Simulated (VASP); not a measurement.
Crystal: Ge.

```
Ge
1.0
    -1.60842    1.60842    1.87318
     1.60842   -1.60842    1.87318
     1.60842    1.60842   -1.87318
Ge
1
Cartesian
  0.0000 0.0000 1.8732
```

Base run:

```yaml
Program: VASP 6.6.1
Functional: revPBE
Potentials_or_basis: VASP PAW PBE potentials, release 64 (Ge_d)
Cutoff: 520 eV
k_mesh: 12 × 12 × 12
Occupations: fermi-dirac, width 0.05 eV
Spin: no spin polarisation
```

Its results: band gap on the k mesh zero (bands 7 and 8 overlap by 11.36 eV); pressure 1.6 GPa.

**Question.** The run is repeated on the same cell with these changes: functional from revPBE to PBE; occupations from fermi-dirac, width 0.05 eV to gaussian, width 0.012 eV. What comes out?

**Answer.** Band gap on the k mesh zero (bands 7 and 8 overlap by 11.31 eV); pressure 0.8 GPa.

Caveats: the PAW data sets were made with another functional, which shifts forces and pressure a little (at least some runs).
